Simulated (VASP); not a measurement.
Input of a VASP 6.6.1 run:

The input INCAR:

```
SYSTEM = Be
PREC = Accurate
ENCUT = 520
EDIFF = 1E-6
ISMEAR = 0
SIGMA = 0.15
LREAL = .False.
LASPH = .True.
NELM = 100
ALGO = Fast
ISIF = 2
LWAVE = .False.
LCHARG = .True.
GGA = PS
LELF = .True.
LVHAR = .True.
NBANDS = 9
```

File KPOINTS:

```
regular mesh
0
Gamma
  24 24 14
  0 0 0
```

POSCAR

```
Be
1.0
    2.2995019849      0.0000000000      0.0000000000
   -1.1497509925      1.9416414566      0.0000000000
    0.0000000000      0.0000000000      3.6009000000
Be
2
Direct
    0.3333333333      0.6666666667      0.2500000000
    0.6666666667      0.3333333333      0.7500000000
```

Potentials or basis: VASP PAW PBE potentials, release 64 (Be).

Run with:

```bash
$ cat potpaw_PBE.64/Be/POTCAR > POTCAR
$ mpirun -np 1 vasp_std > vasp.out
```

Task: Predict the pressure.

Result: -2.7 GPa.

Task: What does it give for the band gap on the k mesh?

Result: Zero (bands 2 and 3 overlap by 1.97 eV).

Task: Estimate the largest force.

Result: 0.064 eV/Å.

Stress tensor (GPa, compression positive):
```
-5.15  0.00  0.00
 0.00  1.58  0.00
 0.00  0.00 -4.51
```

Caveat: the cell differs from its parent crystal (strain -0.0250 x Voigt [0, 1, 0, 0, 0, 0]); the stress differs along the axes, from -5 to 2 GPa; the PAW data sets were made with another functional, which shifts forces and pressure a little.
